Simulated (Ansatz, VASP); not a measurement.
## Al2Cu: VASP beside Ansatz

INCAR

```
SYSTEM = Al2Cu
PREC = Accurate
ENCUT = 520
EDIFF = 1E-6
ISMEAR = 0
SIGMA = 0.15
LREAL = .FALSE.
LASPH = .TRUE.
NELM = 100
ALGO = Fast
ISIF = 2
LWAVE = .FALSE.
LCHARG = .FALSE.
GGA = PE
NBANDS = 26
```

Contents of KPOINTS:

```
regular mesh
0
G
  10 10 10
  0 0 0
```

Contents of POSCAR:

```
Al2Cu
1.0
   -2.8748500000      2.8748500000      2.4657000000
    2.8748500000     -2.8748500000      2.4657000000
    2.8748500000      2.8748500000     -2.4657000000
Al Cu
4 2
Direct
    0.1587211657      0.6587211657      0.8174423314
    0.6587211657      0.8412788343      0.5000000000
    0.8412788343      0.3412788343      0.1825576686
    0.3412788343      0.1587211657      0.5000000000
    0.7500000000      0.7500000000      0.0000000000
    0.2500000000      0.2500000000      0.0000000000
```

Input for Ansatz:

```yaml
crystal:
  lattice:
    - [-2.87485, 2.87485, 2.4657]
    - [2.87485, -2.87485, 2.4657]
    - [2.87485, 2.87485, -2.4657]
  atoms:
    - { symbol: Al, position: [0.1587211657, 0.6587211657, 0.8174423314] }
    - { symbol: Al, position: [0.6587211657, 0.8412788343, 0.5] }
    - { symbol: Al, position: [0.8412788343, 0.3412788343, 0.1825576686] }
    - { symbol: Al, position: [0.3412788343, 0.1587211657, 0.5] }
    - { symbol: Cu, position: [0.75, 0.75, 0.0] }
    - { symbol: Cu, position: [0.25, 0.25, 0.0] }
basis:
  ecutwfc: 520.0
kpoints:
  mp_grid: { grid: [10, 10, 10] }
hamiltonian:
  xc: pbe
  pseudopotentials: { kind: paw, azcp: { folder: soft_1 } }
scf:
  occupations: { method: gaussian, width: 0.15 }
output:
  forces: true
  stress: true
  eigenvalues: true
```

Alike in both runs: task single point; functional PBE; k mesh 10 × 10 × 10; occupations gaussian, width 0.15 eV; no spin polarisation.

```csv
,VASP,Ansatz
version,VASP 6.6.1,Ansatz 0.2.0
potentials or method,"VASP PAW PBE potentials, release 64 (Al, Cu), cutoff 520 eV","scalar-relativistic, plane waves, PAW"
valence electrons in the cell,34,50
```

VASP gave:

| Quantity | Value |
| --- | --- |
| gap on the k mesh at the Fermi level (eV) | none |
| pressure (GPa) | 11.9 |
| traceless stress, the component that is largest in VASP (GPa) | -6.15 |
| rms of the force components (eV/Å) | 0.078 |

Task: Estimate Ansatz's values.

Result: gap on the k mesh at the Fermi level (eV): none; pressure (GPa): 11.9; traceless stress, the component that is largest in VASP (GPa): -6.22; rms of the force components (eV/Å): 0.080.

Atom by atom the forces differ by 0.001 eV/Å (rms over components). A gap of «none» marks a metal or a gap that the smearing closes. VASP's potentials hold 34 valence electrons a cell and Ansatz's 50, so a difference there can come from the potentials and not from the codes.
